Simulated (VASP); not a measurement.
# BN (P-3m1) in VASP: a series of runs

BN is run at these levels: PBE+D3(BJ); tasks: single point.

Program: VASP 6.6.1. These are calculated values, not measurements. Logs are shortened: lines on timing, memory, paths and dates and some standing lists are left out, and cuts for length are marked.

### Step 1. The cell of the first run

Symmetry: P-3m1, No. 164, trigonal system. The conventional cell has a = 2.506 Å, b = 2.506 Å, c = 14.734 Å, α = 90.00°, β = 90.00°, γ = 120.00°. Within 1.9 Å of B (site symmetry 3m) lie 3 N at 1.45 Å. Within 1.9 Å of B (site symmetry 3m) lie 3 N at 1.45 Å. Within 1.9 Å of N (site symmetry 3m) lie 3 B at 1.45 Å. Within 1.9 Å of N (site symmetry 3m) lie 3 B at 1.45 Å.

### Step 2. Single point, PBE+D3(BJ)

File INCAR:

```
SYSTEM = BN
PREC = Accurate ; ENCUT = 520
EDIFF = 1E-6 ; ISMEAR = 0
SIGMA = 0.05 ; LREAL = .FALSE.
LASPH = .TRUE. ; NELM = 80
ALGO = Normal ; ISIF = 2
LWAVE = .FALSE. ; LCHARG = .TRUE.
GGA = PE ; IVDW = 12
LELF = .TRUE. ; LVHAR = .TRUE.
NBANDS = 26
```

File KPOINTS:

```
Automatic mesh
0
G
  10 10 2
  0 0 0
```

File POSCAR:

```
BN
1.0
   -2.5064381127      0.0000000000      0.0000000000
   -1.2532190563     -2.1706390786      0.0000000000
    0.0000000000      0.0000000000     14.7336949040
B N
4 4
Direct
    0.3333333333      0.3333333333      0.7859184757
    0.3333333333      0.3333333333      0.3368222039
    0.6666666667      0.6666666667      0.1122740680
    0.6666666667      0.6666666667      0.5613703398
    0.3333333333      0.3333333333      0.1122740680
    0.3333333333      0.3333333333      0.5613703398
    0.6666666667      0.6666666667      0.7859184757
    0.6666666667      0.6666666667      0.3368222039
```

Potentials or basis: VASP PAW PBE potentials, release 64 (B, N).

On the command line:

```console
> cat potpaw_PBE.64/B/POTCAR potpaw_PBE.64/N/POTCAR > POTCAR
> mpirun -np 1 vasp_std > vasp.out
```

OUTCAR:

```text
SYSTEM = BN
   PREC = Accurate
   ENCUT = 520
   EDIFF = 1E-6
   ISMEAR = 0
   LREAL = .FALSE.
   LASPH = .TRUE.
   NELM = 80
   ISIF = 2
   GGA = PE
   IVDW = 12
 IVDW          = 12

 ion  position               nearest neighbor table
   1  0.333  0.333  0.786-   7 1.45   7 1.45   7 1.45
   2  0.333  0.333  0.337-   8 1.45   8 1.45   8 1.45
   3  0.667  0.667  0.112-   5 1.45   5 1.45   5 1.45
   4  0.667  0.667  0.561-   6 1.45   6 1.45   6 1.45
   5  0.333  0.333  0.112-   3 1.45   3 1.45   3 1.45
   6  0.333  0.333  0.561-   4 1.45   4 1.45   4 1.45
   7  0.667  0.667  0.786-   1 1.45   1 1.45   1 1.45
   8  0.667  0.667  0.337-   2 1.45   2 1.45   2 1.45

  LATTYP: Found a hexagonal cell.
 ALAT       =     2.5064381127
 C/A-ratio  =     5.8783397960

  Lattice vectors:

 A1 = (   1.2532190563,   2.1706390786,   0.0000000000)
 A2 = (  -2.5064381127,   0.0000000000,   0.0000000000)
 A3 = (   0.0000000000,   0.0000000000,  14.7336949040)

Analysis of symmetry for initial positions (statically):
=====================================================================
 Subroutine PRICEL returns:
 Original cell was already a primitive cell.

 Routine SETGRP: Setting up the symmetry group for a
 hexagonal supercell.

 Subroutine GETGRP returns: Found 12 space group operations
 (whereof  6 operations were pure point group operations)
 out of a pool of 24 trial point group operations.

The static configuration has the point symmetry C_3v.
 The point group associated with its full space group is D_3d.

Analysis of symmetry for dynamics (positions and initial velocities):
=====================================================================
 Subroutine PRICEL returns:
 Original cell was already a primitive cell.

 Routine SETGRP: Setting up the symmetry group for a
 hexagonal supercell.

 Subroutine GETGRP returns: Found 12 space group operations
 (whereof  6 operations were pure point group operations)
 out of a pool of 24 trial point group operations.

The dynamic configuration has the point symmetry C_3v.
 The point group associated with its full space group is D_3d.

 Subroutine INISYM returns: Found 12 space group operations
 (whereof  6 operations are pure point group operations),
 and found     1 'primitive' translations

----------------------------------------------------------------------------------------

                                     Primitive cell

  volume of cell :      80.1597

  direct lattice vectors                    reciprocal lattice vectors
    -2.506438113  0.000000000  0.000000000    -0.398972548  0.230346908  0.000000000
    -1.253219056 -2.170639079  0.000000000     0.000000000 -0.460693816  0.000000000
     0.000000000  0.000000000 14.733694904     0.000000000  0.000000000  0.067871638

  length of vectors
     2.506438113  2.506438113 14.733694904     0.460693816  0.460693816  0.067871638

  position of ions in fractional coordinates (direct lattice)
     0.333333333  0.333333333  0.785918476
     0.333333333  0.333333333  0.336822204
     0.666666667  0.666666667  0.112274068
     0.666666667  0.666666667  0.561370340
     0.333333333  0.333333333  0.112274068
     0.333333333  0.333333333  0.561370340
     0.666666667  0.666666667  0.785918476
     0.666666667  0.666666667  0.336822204

  ion indices of the primitive-cell ions
   primitive index   ion index
                 1           1
                 2           2
                 3           3
                 4           4
                 5           5
                 6           6
                 7           7
                 8           8

----------------------------------------------------------------------------------------

 KPOINTS: Automatic mesh

Automatic generation of k-mesh.
 Grid dimensions read from file:
 generate k-points for:   10   10    2

 Generating k-lattice:

  Cartesian coordinates                     Fractional coordinates (reciprocal lattice)
    -0.039897255  0.023034691  0.000000000     0.100000000 -0.000000000  0.000000000
     0.000000000 -0.046069382  0.000000000     0.000000000  0.100000000  0.000000000
     0.000000000  0.000000000  0.033935819     0.000000000  0.000000000  0.500000000

  Length of vectors
     0.046069382  0.046069382  0.033935819

  Shift w.r.t. Gamma in fractional coordinates (k-lattice)
     0.000000000  0.000000000  0.000000000

 Subroutine IBZKPT returns following result:
 ===========================================

 Found     28 irreducible k-points:

 Following reciprocal coordinates:
            Coordinates               Weight
  0.000000  0.000000  0.000000      1.000000
  0.100000  0.000000  0.000000      6.000000
  0.200000  0.000000  0.000000      6.000000
  0.300000  0.000000  0.000000      6.000000
  0.400000  0.000000  0.000000      6.000000
  0.500000  0.000000  0.000000      3.000000
[... 16 lines left out ...]
  0.400000  0.100000  0.500000     12.000000
  0.500000  0.100000  0.500000     12.000000
 [... further k-points ...]
   k-points           NKPTS =     28   k-points in BZ     NKDIM =     28   number of bands    NBANDS=     26
   number of dos      NEDOS =    301   number of ions     NIONS =      8
   total plane-waves  NPLWV =  44800
   dimension x,y,z NGX =    20 NGY =   20 NGZ =  112
   dimension x,y,z NGXF=    40 NGYF=   40 NGZF=  224
   ions per type =               4   4
   NGX,Y,Z   is equivalent  to a cutoff of  13.27, 13.27, 12.64 a.u.
   NGXF,Y,Z  is equivalent  to a cutoff of  26.53, 26.53, 25.27 a.u.
 SYSTEM =  BN
   PREC   = accura    normal or accurate (medium, high low for compatibility)
   ISTART =      0    job   : 0-new  1-cont  2-samecut
   ICHARG =      2    charge: 1-file 2-atom 10-const
   ISPIN  =      1    spin polarized calculation?
   LNONCOLLINEAR =      F non collinear calculations
   LSORBIT =      F    spin-orbit coupling
   LASPH  =      T    aspherical Exc in radial PAW
   ENCUT  =  520.0 eV  38.22 Ry    6.18 a.u.   4.66  4.66 27.39*2*pi/ulx,y,z
   NELM   =     80;   NELMIN=  2; NELMDL= -5     # of ELM steps
   EDIFF  = 0.1E-05   stopping-criterion for ELM
   LREAL  =      F    real-space projection
   EDIFFG = 0.1E-04   stopping-criterion for IOM
   NSW    =      0    number of steps for IOM
   IBRION =     -1    ionic relax: 0-MD 1-quasi-New 2-CG
   NFREE  =      0    steps in history (QN), initial steepest desc. (CG)
   ISIF   =      2    stress and relaxation
   ISYM   =      2    0-nonsym 1-usesym 2-fastsym
   POTIM  = 0.5000    time-step for ionic-motion
   TEBEG  =    0.0;   TEEND  =   0.0 temperature during run
   PSTRESS=    0.0 pullay stress
   NELECT =      32.0000    total number of electrons
   NUPDOWN=      -1.0000    fix difference up-down
   EMIN   =  10.00;   EMAX   =-10.00  energy-range for DOS
   EFERMI =   0.00;   METHOD = LEGACY
   ISMEAR =     0;   SIGMA  =   0.05  broadening in eV -4-tet -1-fermi 0-gaus
   EFERMI_NEDOS =   21; number of points for ismear=-14 and -15
   IALGO  =     38    algorithm
   IMIX   =      4    mixing-type and parameters
     AMIX     =   0.40;   BMIX     =  1.00
     AMIX_MAG =   1.60;   BMIX_MAG =  1.00
  volume/ion in A,a.u.               =      10.02        67.62
  Fermi-wavevector in a.u.,A,eV,Ry     =   1.205423  2.277919 19.769865  1.453044
  Thomas-Fermi vector in A             =   2.341120
   LORBIT       =      0    0 simple, 1 ext, 2 COOP (PROOUT), +10 PAW based schemes
   GGA     = PE    functional components
   LHFCALC =     F    Hartree Fock is set to
   AEXX    =    0.0000 exact exchange contribution
   IVDW    =    12    specifies the selected vdW correction
   LEPSILON=     F    determine dielectric tensor
   LRPA    =     F    only Hartree local field effects (RPA)
 non-spin polarized calculation
 Gauss-broadening in eV      SIGMA  =   0.05
  energy-cutoff  :      520.00
  volume of cell :       80.16
 maximum number of plane-waves:      2190
   NGX =  9   NGY =  9   NGZ = 55

 number of electron      31.9999998 magnetization

 Free energy of the ion-electron system (eV)
  ---------------------------------------------------
  ext. energy  EPLUGINS =         0.00000000
  ---------------------------------------------------
  free energy    TOTEN  =       -70.32984679 eV

  energy without entropy =      -70.32984679  energy(sigma->0) =      -70.32984679

 E-fermi :   1.7411     XC(G=0):  -9.3288

 val. band max:        1.4743301267   @ k =  -0.4000   0.3000   0.0000
 cond. band min:       5.7781563818   @ k =   0.5000   0.0000   0.0000
 fundamental gap:      4.3038262551
 Fermi energy:         1.7410971989

 k-point     1 :       0.0000    0.0000    0.0000
  band No.  band energies     occupation
      1     -16.3044      2.00000
      2     -16.2176      2.00000
      3     -16.1254      2.00000
      4     -16.0562      2.00000
      5      -4.5976      2.00000
      6      -4.0585      2.00000
[... 18 lines left out ...]
     25      13.0496      0.00000
     26      13.0861      0.00000

 k-point     2 :       0.1000    0.0000    0.0000
  band No.  band energies     occupation
      1     -16.1098      2.00000
      2     -16.0248      2.00000
      3     -15.9346      2.00000
      4     -15.8672      2.00000
      5      -4.3316      2.00000
      6      -3.7995      2.00000
[... 18 lines left out ...]
     25      13.0118      0.00000
     26      13.8144      0.00000

 k-point     3 :       0.2000    0.0000    0.0000
  band No.  band energies     occupation
      1     -15.5420      2.00000
      2     -15.4623      2.00000
      3     -15.3782      2.00000
      4     -15.3164      2.00000
      5      -3.5510      2.00000
      6      -3.0590      2.00000
[... 18 lines left out ...]
     25      12.6445      0.00000
     26      13.0069      0.00000

 k-point     4 :       0.3000    0.0000    0.0000
  band No.  band energies     occupation
      1     -14.6646      2.00000
      2     -14.5947      2.00000
      3     -14.5220      2.00000
      4     -14.4706      2.00000
      5      -4.7406      2.00000
      6      -4.7154      2.00000
[... 18 lines left out ...]
     25      12.2406      0.00000
     26      12.9953      0.00000

 k-point     5 :       0.4000    0.0000    0.0000
  band No.  band energies     occupation
      1     -13.6720      2.00000
      2     -13.6201      2.00000
      3     -13.5679      2.00000
      4     -13.5354      2.00000
      5      -6.6187      2.00000
      6      -6.5893      2.00000
[... 18 lines left out ...]
     25      12.4929      0.00000
     26      13.6573      0.00000

 k-point     6 :       0.5000    0.0000    0.0000
  band No.  band energies     occupation
      1     -13.1327      2.00000
      2     -13.1046      2.00000
      3     -13.0770      2.00000
      4     -13.0674      2.00000
      5      -7.4349      2.00000
      6      -7.4111      2.00000
[... 427 lines left out ...]
 k-point    21 :       0.2000    0.1000    0.5000
  band No.  band energies     occupation
      1     -15.7274      2.00000
      2     -15.6493      2.00000
      3     -15.5573      2.00000
      4     -15.4984      2.00000
      5      -3.7864      2.00000
      6      -3.3588      2.00000
[... 18 lines left out ...]
     25      13.0429      0.00000
     26      13.1233      0.00000

 k-point    22 :       0.3000    0.1000    0.5000
  band No.  band energies     occupation
      1     -15.0004      2.00000
      2     -14.9293      2.00000
      3     -14.8467      2.00000
      4     -14.7949      2.00000
      5      -3.7406      2.00000
      6      -3.7246      2.00000
[... 18 lines left out ...]
     25      13.0326      0.00000
     26      13.4466      0.00000

 k-point    23 :       0.4000    0.1000    0.5000
  band No.  band energies     occupation
      1     -14.0407      2.00000
      2     -13.9819      2.00000
      3     -13.9159      2.00000
      4     -13.8770      2.00000
      5      -5.7131      2.00000
      6      -5.6860      2.00000
[... 18 lines left out ...]
     25      12.9175      0.00000
     26      13.6114      0.00000

 k-point    24 :       0.5000    0.1000    0.5000
  band No.  band energies     occupation
      1     -13.1884      2.00000
      2     -13.1524      2.00000
      3     -13.1148      2.00000
      4     -13.0986      2.00000
      5      -7.1106      2.00000
      6      -7.0839      2.00000
[... 18 lines left out ...]
     25      13.4373      0.00000
     26      14.1884      0.00000

 [... further k-points ...]

------------------------ aborting loop because EDIFF is reached ----------------------------------------

 Edisp (eV)   -1.03403

 E8    (eV) :    -0.3035

  FORCE on cell =-STRESS in cart. coord.  units (eV):
  Direction    XX          YY          ZZ          XY          YZ          ZX
  --------------------------------------------------------------------------------------
  -------------------------------------------------------------------------------------
  Total       0.15901     0.15901    -0.20734    -0.00000     0.00000    -0.00000
  in kB       3.17820     3.17820    -4.14419    -0.00000     0.00000    -0.00000
  external pressure =        0.74 kB  Pullay stress =        0.00 kB

 VOLUME and BASIS-vectors are now :
 -----------------------------------------------------------------------------
  energy-cutoff  :      520.00
  volume of cell :       80.16
      direct lattice vectors                 reciprocal lattice vectors
    -2.506438113  0.000000000  0.000000000    -0.398972548  0.230346908  0.000000000
    -1.253219056 -2.170639079  0.000000000     0.000000000 -0.460693816  0.000000000
     0.000000000  0.000000000 14.733694904     0.000000000  0.000000000  0.067871638

 POSITION                                       TOTAL-FORCE (eV/Angst)
 -----------------------------------------------------------------------------------
     -1.25322     -0.72355     11.57948         0.000000      0.000000     -0.000357
     -1.25322     -0.72355      4.96264        -0.000000      0.000000      0.001237
     -2.50644     -1.44709      1.65421        -0.000000     -0.000000      0.000357
     -2.50644     -1.44709      8.27106        -0.000000      0.000000     -0.001237
     -1.25322     -0.72355      1.65421         0.000000      0.000000     -0.040864
     -1.25322     -0.72355      8.27106        -0.000000     -0.000000     -0.002073
     -2.50644     -1.44709     11.57948        -0.000000      0.000000      0.040864
     -2.50644     -1.44709      4.96264         0.000000      0.000000      0.002073
 -----------------------------------------------------------------------------------
    total drift:                               -0.000000     -0.000000     -0.000006

  FREE ENERGIE OF THE ION-ELECTRON SYSTEM (eV)
  ---------------------------------------------------
  free  energy   TOTEN  =       -71.3638750661 eV

  energy  without entropy=      -71.3638750661  energy(sigma->0) =      -71.36387507
```

It took 1.7 min on 1 thread of Intel Xeon Platinum 8175M at 2.50GHz (Skylake/Cascade Lake), shared host; peak memory 0.21 GiB.

What came out:

```yaml
Free_energy: -71.3639 eV
Pressure: 0.1 GPa
Largest_force: 0.041 eV/Å
Band_gap_on_the_k_mesh: 4.30 eV, indirect (least direct gap 4.71 eV)
Dispersion_energy_per_atom: -0.129 eV
```

Forces in eV/Å, atoms in the order of the input:
```
B    0.000  0.000  0.000
B    0.000  0.000  0.001
B    0.000  0.000  0.000
B    0.000  0.000 -0.001
N    0.000  0.000 -0.041
N    0.000  0.000 -0.002
N    0.000  0.000  0.041
N    0.000  0.000  0.002
```

Stress tensor (GPa, compression positive):
```
 0.32  0.00  0.00
 0.00  0.32  0.00
 0.00  0.00 -0.41
```

A k mesh can miss the band edges. As with any semilocal functional, this PBE gap is likely too small.

### Step 3. Single point, PBE+D3(BJ)

This run uses another cell than the first one, of 10.36 Å³/atom, 1.034 times its volume.

File INCAR:

```
SYSTEM = BN
PREC     = Accurate       ! precision mode
ENCUT    = 520            ! plane-wave cutoff, eV
EDIFF    = 1E-7           ! SCF threshold, eV
ISMEAR   = 0              ! smearing method
SIGMA    = 0.05           ! smearing width, eV
LREAL    = .False.        ! projectors in reciprocal space
LASPH    = .True.         ! aspherical terms in the spheres
NELM     = 100            ! most SCF steps
ALGO     = Normal         ! electronic algorithm
ISIF     = 2              ! what is computed and relaxed
LWAVE    = .False.        ! write WAVECAR
LCHARG   = .False.        ! write CHGCAR
GGA      = PE             ! functional
IVDW     = 12             ! dispersion correction
NBANDS   = 26             ! bands
```

File KPOINTS:

```
Automatic mesh
0
Gamma
  10 10 2
  0 0 0
```

File POSCAR:

```
BN
1.0
   -2.5064381127      0.0000000000      0.0000000000
   -1.2532190563     -2.1706390786      0.0000000000
    0.0000000000      0.0000000000     15.2336949040
B N
4 4
Direct
    0.3333333333      0.3333333333      0.7601230768
    0.3333333333      0.3333333333      0.3257670329
    0.6666666667      0.6666666667      0.1085890110
    0.6666666667      0.6666666667      0.5429450548
    0.3333333333      0.3333333333      0.1085890110
    0.3333333333      0.3333333333      0.5429450548
    0.6666666667      0.6666666667      0.7601230768
    0.6666666667      0.6666666667      0.3257670329
```

Potentials or basis: VASP PAW PBE potentials, release 64 (B, N).

On the command line:

```console
> cat potpaw_PBE.64/B/POTCAR potpaw_PBE.64/N/POTCAR > POTCAR
> mpirun -np 1 vasp_std > vasp.out
```

Run time: 1.9 min. Hardware: 1 thread of Intel Xeon Platinum 8175M at 2.50GHz (Skylake/Cascade Lake), shared host; peak memory 0.22 GiB.

It converged, with:

| Item | Value |
| --- | --- |
| Free energy | -71.3496 eV |
| Pressure | 0.1 GPa |
| Largest force | 0.037 eV/Å |
| Band gap on the k mesh | 4.31 eV, indirect (least direct gap 4.71 eV) |
| Dispersion energy per atom | -0.128 eV |

Forces in eV/Å, atoms in the order of the input:
```
B    0.000  0.000 -0.008
B    0.000  0.000  0.002
B    0.000  0.000  0.008
B    0.000  0.000 -0.002
N    0.000  0.000 -0.037
N    0.000  0.000 -0.002
N    0.000  0.000  0.037
N    0.000  0.000  0.002
```

Stress tensor (GPa, compression positive):
```
 0.34  0.00  0.00
 0.00  0.34  0.00
 0.00  0.00 -0.29
```

Levels at points of the mesh, in eV from the valence-band top:
| k point | band 12 | band 13 | band 14 | band 15 | band 16 | band 17 | band 18 | band 19 | band 20 | band 21 |
| --- | --- | --- | --- | --- | --- | --- | --- | --- | --- | --- |
| (0.00, 0.00, 0.00) | -1.34 | -1.32 | -1.32 | -1.32 | -1.32 | 4.58 | 6.35 | 6.83 | 9.58 | 9.91 |
| (0.50, 0.00, 0.00) | -4.10 | -1.36 | -1.07 | -0.76 | -0.52 | 4.31 | 4.57 | 4.97 | 5.45 | 9.54 |
| (0.00, 0.00, 0.50) | -1.34 | -1.32 | -1.32 | -1.32 | -1.32 | 4.73 | 5.68 | 8.01 | 8.38 | 10.50 |
| (0.50, 0.00, 0.50) | -4.10 | -1.36 | -1.08 | -0.75 | -0.52 | 4.31 | 4.55 | 5.01 | 5.42 | 9.60 |

A k mesh can miss the band edges. PBE gaps usually lie below the measured ones, often by a third to a half.

(Part 1 of 2 ends here.)
